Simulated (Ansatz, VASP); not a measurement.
# SrO in VASP and in Ansatz

The input POSCAR:

```
SrO
1.0
    0.0000000000      2.4521880273      2.4521880273
    2.4521880273      0.0000000000      2.4521880273
    2.4521880273      2.4521880273      0.0000000000
Sr O
1 1
Direct
    0.5000000000      0.5000000000      0.5000000000
    0.0000000000      0.0000000000      0.0000000000
```

The input INCAR.step1:

```
PREC = Accurate ; ENCUT = 520
EDIFF = 1E-5 ; ISMEAR = 0
SIGMA = 0.01 ; LREAL = F
LASPH = T ; NELM = 60
ALGO = Normal ; ISIF = 2
LWAVE = T ; LCHARG = F
GGA = PE ; NBANDS = 15
```

The input INCAR.step2:

```
PREC = Accurate ; ENCUT = 520
EDIFF = 1E-7 ; ISMEAR = 0
SIGMA = 0.01 ; LREAL = F
LASPH = T ; NELM = 60
ALGO = Normal ; ISIF = 2
LWAVE = F ; LCHARG = F
GGA = PE ; LHFCALC = T
HFSCREEN = 0.2079 ; PRECFOCK = Normal
ISTART = 1 ; NBANDS = 15
```

File KPOINTS:

```
Automatic mesh
0
Gamma
  6 6 6
```

Input for Ansatz:

```yaml
crystal:
  lattice:
    - [0.0, 2.4521880273, 2.4521880273]
    - [2.4521880273, 0.0, 2.4521880273]
    - [2.4521880273, 2.4521880273, 0.0]
  atoms:
    - { symbol: Sr, position: [0.5, 0.5, 0.5] }
    - { symbol: O, position: [0.0, 0.0, 0.0] }
kpoints:
  mp_grid: { grid: [6, 6, 6] }
  band_path:
    path:
      - [0.0, 0.0, 0.0]
      - [0.5, 0.0, 0.5]
      - [0.625, 0.25, 0.625]
      - [0.375, 0.375, 0.75]
      - [0.5, 0.5, 0.5]
      - [0.5, 0.25, 0.75]
      - [0.0, 0.5, 0.5]
    npoints: 1
hamiltonian:
  xc: hse06
scf:
  occupations: { method: fixed }
  n_extra_bands: 4
output:
  forces: true
  stress: true
  eigenvalues: true
```

Change from the starting cell: hydrostatic strain -5.0%.

Alike in both runs: task single point; functional HSE06; k mesh 6 × 6 × 6; no spin polarisation.

```csv
,VASP,Ansatz
version,VASP 6.6.1,Ansatz 0.2.0
potentials or method,"VASP PAW PBE potentials, release 64 (Sr_sv, O)","plane waves, PAW"
plane-wave cutoff (eV),520,420
occupations,"gaussian, width 0.01 eV",fixed
valence electrons in the cell,16,16
```

Ansatz gave:

```
gap on the k mesh at the Fermi level (eV) : 4.65
pressure (GPa)                            : 19.2
```

**Question.** What did VASP give for the same quantities?

**Answer.** gap on the k mesh at the Fermi level (eV): 4.60; pressure (GPa): 20.3.

Ansatz's warnings: stress exchange threshold loose, stress scf threshold loose.
